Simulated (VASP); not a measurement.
# CsNb2 (Fm-3m) in VASP: further runs

CsNb2 is run at these levels: PBE; tasks: single point, relaxation of cell and atoms.

Everything below comes from runs of VASP 6.6.1. Logs are shortened: lines on timing, memory, paths and dates and some standing lists are left out, and cuts for length are marked.

## 1. The cell of the first run

It takes space group Fm-3m (No. 225, cubic). The conventional cell has a = 6.557 Å, b = 6.557 Å, c = 6.557 Å, α = 90.00°, β = 90.00°, γ = 90.00°. Within 3.7 Å of Cs (site symmetry m-3m) lie 8 Nb at 2.84 Å. Within 3.7 Å of Nb (site symmetry -43m) lie 4 Cs at 2.84 Å and 6 Nb at 3.28 Å.

## 2. Single point, PBE

The input, INCAR:

```
ALGO = Normal
EDIFF = 1E-6
ENCUT = 520
GGA = PE
ISIF = 2
ISMEAR = 0
LASPH = True
LCHARG = False
LREAL = False
LWAVE = False
NBANDS = 24
NELM = 100
PREC = Accurate
SIGMA = 0.1
```

The input, KPOINTS:

```
k-points
0
Gamma
  12 12 12
```

The input, POSCAR:

```
CsNb2
1.0
    0.0000000000      3.2782686358      3.2782686358
    3.2782686358      0.0000000000      3.2782686358
    3.2782686358      3.2782686358      0.0000000000
Cs Nb
1 2
Direct
    0.0000000000      0.0000000000      0.0000000000
    0.2500000000      0.2500000000      0.2500000000
    0.7500000000      0.7500000000      0.7500000000
```

Potentials or basis: VASP PAW PBE potentials, release 64 (Cs_sv, Nb_sv).

The run is started by

```console
$ cat potpaw_PBE.64/Cs_sv/POTCAR potpaw_PBE.64/Nb_sv/POTCAR > POTCAR
$ mpirun -np 1 vasp_std > vasp.out
```

OUTCAR:

```text
EDIFF = 1E-6
   ENCUT = 520
   GGA = PE
   ISIF = 2
   ISMEAR = 0
   LASPH = True
   LREAL = False
   NELM = 100
   PREC = Accurate

 ion  position               nearest neighbor table
   1  0.000  0.000  0.000-   3 2.84   3 2.84   3 2.84   2 2.84   3 2.84   2 2.84   2 2.84   2 2.84

   2  0.250  0.250  0.250-   1 2.84   1 2.84   1 2.84   1 2.84
   3  0.750  0.750  0.750-   1 2.84   1 2.84   1 2.84   1 2.84

  LATTYP: Found a face centered cubic cell.
 ALAT       =     6.5565372716

  Lattice vectors:

 A1 = (   0.0000000000,   3.2782686358,   3.2782686358)
 A2 = (   3.2782686358,   0.0000000000,   3.2782686358)
 A3 = (   3.2782686358,   3.2782686358,   0.0000000000)

Analysis of symmetry for initial positions (statically):
=====================================================================
 Subroutine PRICEL returns:
 Original cell was already a primitive cell.

 Routine SETGRP: Setting up the symmetry group for a
 face centered cubic supercell.

 Subroutine GETGRP returns: Found 48 space group operations
 (whereof 48 operations were pure point group operations)
 out of a pool of 48 trial point group operations.

The static configuration has the point symmetry O_h .

Analysis of symmetry for dynamics (positions and initial velocities):
=====================================================================
 Subroutine PRICEL returns:
 Original cell was already a primitive cell.

 Routine SETGRP: Setting up the symmetry group for a
 face centered cubic supercell.

 Subroutine GETGRP returns: Found 48 space group operations
 (whereof 48 operations were pure point group operations)
 out of a pool of 48 trial point group operations.

The dynamic configuration has the point symmetry O_h .

 Subroutine INISYM returns: Found 48 space group operations
 (whereof 48 operations are pure point group operations),
 and found     1 'primitive' translations

----------------------------------------------------------------------------------------

                                     Primitive cell

  volume of cell :      70.4634

  direct lattice vectors                    reciprocal lattice vectors
     0.000000000  3.278268636  3.278268636    -0.152519533  0.152519533  0.152519533
[... 76 lines left out ...]
   NGX,Y,Z   is equivalent  to a cutoff of  12.91, 12.91, 12.91 a.u.
   NGXF,Y,Z  is equivalent  to a cutoff of  25.82, 25.82, 25.82 a.u.
 SYSTEM =  unknown system
   PREC   = accura    normal or accurate (medium, high low for compatibility)
   ISTART =      0    job   : 0-new  1-cont  2-samecut
   ICHARG =      2    charge: 1-file 2-atom 10-const
   ISPIN  =      1    spin polarized calculation?
   LNONCOLLINEAR =      F non collinear calculations
   LSORBIT =      F    spin-orbit coupling
   LASPH  =      T    aspherical Exc in radial PAW
   ENCUT  =  520.0 eV  38.22 Ry    6.18 a.u.   8.62  8.62  8.62*2*pi/ulx,y,z
   NELM   =    100;   NELMIN=  2; NELMDL= -5     # of ELM steps
   EDIFF  = 0.1E-05   stopping-criterion for ELM
   LREAL  =      F    real-space projection
   EDIFFG = 0.1E-04   stopping-criterion for IOM
   NSW    =      0    number of steps for IOM
   IBRION =     -1    ionic relax: 0-MD 1-quasi-New 2-CG
   NFREE  =      0    steps in history (QN), initial steepest desc. (CG)
   ISIF   =      2    stress and relaxation
   ISYM   =      2    0-nonsym 1-usesym 2-fastsym
   POTIM  = 0.5000    time-step for ionic-motion
   TEBEG  =    0.0;   TEEND  =   0.0 temperature during run
   PSTRESS=    0.0 pullay stress
   NELECT =      35.0000    total number of electrons
   NUPDOWN=      -1.0000    fix difference up-down
   EMIN   =  10.00;   EMAX   =-10.00  energy-range for DOS
   EFERMI =   0.00;   METHOD = LEGACY
   ISMEAR =     0;   SIGMA  =   0.10  broadening in eV -4-tet -1-fermi 0-gaus
   EFERMI_NEDOS =   21; number of points for ismear=-14 and -15
   IALGO  =     38    algorithm
   IMIX   =      4    mixing-type and parameters
     AMIX     =   0.40;   BMIX     =  1.00
     AMIX_MAG =   1.60;   BMIX_MAG =  1.00
  volume/ion in A,a.u.               =      23.49       158.50
  Fermi-wavevector in a.u.,A,eV,Ry     =   1.296511  2.450051 22.870598  1.680942
  Thomas-Fermi vector in A             =   2.427963
   LORBIT       =      0    0 simple, 1 ext, 2 COOP (PROOUT), +10 PAW based schemes
   GGA     = PE    functional components
   LHFCALC =     F    Hartree Fock is set to
   AEXX    =    0.0000 exact exchange contribution
   IVDW    =     0    specifies the selected vdW correction
   LEPSILON=     F    determine dielectric tensor
   LRPA    =     F    only Hartree local field effects (RPA)
 non-spin polarized calculation
 Gauss-broadening in eV      SIGMA  =   0.10
  energy-cutoff  :      520.00
  volume of cell :       70.46
 maximum number of plane-waves:      1924
   NGX = 17   NGY = 17   NGZ = 17

 number of electron      35.0000002 magnetization

 Free energy of the ion-electron system (eV)
  ---------------------------------------------------
  ext. energy  EPLUGINS =         0.00000000
  ---------------------------------------------------
  free energy    TOTEN  =       -12.93771468 eV

  energy without entropy =      -12.91442929  energy(sigma->0) =      -12.92607199

 E-fermi :   8.0022     XC(G=0): -11.1449

 val. band max:        7.9854864764   @ k =  -0.4167   0.3333   0.0000
 cond. band min:       8.0027799540   @ k =   0.4167   0.2500   0.0833
 fundamental gap:      0.0172934776
 Fermi energy:         8.0022457052

 k-point     1 :       0.0000    0.0000    0.0000
  band No.  band energies     occupation
      1     -47.0973      2.00000
      2     -47.0324      2.00000
      3     -23.3033      2.00000
      4     -23.3033      2.00000
      5     -23.3033      2.00000
      6     -23.0914      2.00000
[... 637 lines left out ...]
     23      10.1072      0.00000
     24      11.4063      0.00000

 [... further k-points ...]
[... 5 lines left out ...]
  --------------------------------------------------------------------------------------
  -------------------------------------------------------------------------------------
  Total        0.6586368      0.6586368      0.6586368      0.0000000     -0.0000000     -0.0000000
  in kB       14.9759008     14.9759008     14.9759008      0.0000000     -0.0000000     -0.0000000
  external PRESSURE =      14.9759008 kB  Pullay stress =       0.0000000 kB

 VOLUME and BASIS-vectors are now :
 -----------------------------------------------------------------------------
  energy-cutoff  :      520.00
  volume of cell :       70.46
      direct lattice vectors                 reciprocal lattice vectors
     0.000000000  3.278268636  3.278268636    -0.152519533  0.152519533  0.152519533
     3.278268636  0.000000000  3.278268636     0.152519533 -0.152519533  0.152519533
     3.278268636  3.278268636  0.000000000     0.152519533  0.152519533 -0.152519533

 POSITION                                       TOTAL-FORCE (eV/Angst)
 -----------------------------------------------------------------------------------
      0.00000      0.00000      0.00000         0.000000     -0.000000      0.000000
      1.63913      1.63913      1.63913         0.000000      0.000000      0.000000
      4.91740      4.91740      4.91740        -0.000000     -0.000000     -0.000000
 -----------------------------------------------------------------------------------
    total drift:                                0.000000      0.000000      0.000000

  FREE ENERGIE OF THE ION-ELECTRON SYSTEM (eV)
  ---------------------------------------------------
  free  energy   TOTEN  =       -12.9377146830 eV

  energy  without entropy=      -12.9144292919  energy(sigma->0) =      -12.92607199
```

Wall time 45 s (1 thread of Intel Xeon 6975P-C (Granite Rapids), shared host); peak memory 0.27 GiB.

What came out:

* Free energy: -12.9377 eV
* Pressure: 1.5 GPa

Caveat: spin-orbit coupling is left out, which moves the levels of the heavy elements.

## 3. Relaxation of cell and atoms, PBE

This run uses another cell than the first one, of 23.09 Å³/atom, 0.983 times its volume.

The input, INCAR:

```
ALGO = Normal
EDIFF = 1E-6
EDIFFG = -0.01
ENCUT = 600
GGA = PE
IBRION = 2
ISIF = 3
ISMEAR = 0
LASPH = T
LCHARG = F
LREAL = F
LWAVE = F
NELM = 100
NSW = 100
PREC = Accurate
SIGMA = 0.1
```

KPOINTS is that of step 2.

The input, POSCAR:

```
CsNb2
1.0
    0.0000000000      3.2597235682      3.2597235682
    3.2597235682      0.0000000000      3.2597235682
    3.2597235682      3.2597235682      0.0000000000
Cs Nb
1 2
Direct
    0.0000000000      0.0000000000      0.0000000000
    0.2500000000      0.2500000000      0.2500000000
    0.7500000000      0.7500000000      0.7500000000
```

Potentials or basis: VASP PAW PBE potentials, release 64 (Cs_sv, Nb_sv).

The run is started by

```console
$ cat potpaw_PBE.64/Cs_sv/POTCAR potpaw_PBE.64/Nb_sv/POTCAR > POTCAR
$ mpirun -np 1 vasp_std > vasp.out
```

Wall time 2.5 min (1 thread of Intel Xeon 6975P-C (Granite Rapids), shared host); peak memory 0.32 GiB.

The run converged. Its results:

```yaml
Free_energy: -12.9438 eV
Relaxed_volume: 23.97 Å³/atom
Relaxed_cell: a = 4.668 Å, b = 4.668 Å, c = 4.668 Å, α = 60.00°, β = 60.00°, γ = 60.00°
Space_group_after_relaxing_to_0.05_Å: Fm-3m (No. 225)
Energy_gained_by_relaxing: 7.7 meV/atom
Ionic_steps: 3
Pressure_after_relaxing: 0.0 GPa
```

The path:
```csv
step,energy change (eV),largest force (eV/Å),pressure (GPa),volume (Å³)
1,0.0000,0.0000,2.91,69.27
2,-0.0148,0.0000,-1.57,73.56
3,-0.0231,0.0000,-0.02,71.90
```

Final structure:
```xyz
3
Lattice="0.0000 3.3005 3.3005 3.3005 0.0000 3.3005 3.3005 3.3005 0.0000" Properties=species:S:1:pos:R:3 pbc="T T T"
Cs    0.0000    0.0000    0.0000
Nb    1.6502    1.6502    1.6502
Nb    4.9507    4.9507    4.9507
```

Levels at points of the mesh, in eV from the Fermi level:
```tsv
k point	band 13	band 14	band 15	band 16	band 17	band 18	band 19	band 20	band 21
(0.00, 0.00, 0.00)	-3.15	-2.77	-2.77	0.88	0.88	0.88	0.88	0.88	0.88
(0.50, 0.00, 0.00)	-1.46	-1.46	-1.25	-1.20	-0.68	-0.68	-0.22	-0.22	0.63
(0.50, 0.50, 0.00)	-2.80	-2.62	-1.81	-0.40	-0.40	0.40	0.50	0.50	1.77
```

Caveat: spin-orbit coupling is left out, which moves the levels of the heavy elements.
